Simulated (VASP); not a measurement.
Cr, 2 atoms in the cell. It takes space group I4/mmm (No. 139, tetragonal). The conventional cell has a = 2.415 Å, b = 2.415 Å, c = 4.358 Å, α = 90.00°, β = 90.00°, γ = 90.00°. Within 3.2 Å of Cr (site symmetry 4/mmm) lie 12 Cr at 2.42 to 2.77 Å. 

```yaml
Program: VASP 6.6.1
Task: single point
Functional: BLYP
Potentials_or_basis: VASP PAW PBE potentials, release 64 (Cr_pv)
Cutoff: 500 eV
k_mesh: 15 × 15 × 8
Occupations: fermi-dirac, width 0.05 eV
Spin: collinear spin, antiferromagnetic start
Starting_moments: "[1.5, -1.5] μB"
Dipole_correction: no
Further_INCAR_settings: ALGO = Normal; EDIFF = 1e-06; NBANDS = 23
```

Potentials or basis: VASP PAW PBE potentials, release 64 (Cr_pv).

Command:

```bash
$ cat potpaw_PBE.64/Cr_pv/POTCAR > POTCAR
$ mpirun -np 1 vasp_std > vasp.out
```

Hardware: 1 thread of Oxide Virtual Turin-like Processor, with other jobs on the host.

**Question.** Estimate the wall time of this run.

**Answer.** Wall time 2.7 min on 1 thread of Oxide Virtual Turin-like Processor (shared host), peak memory 0.2 GiB. Counts: scf iterations 13, k points 180.
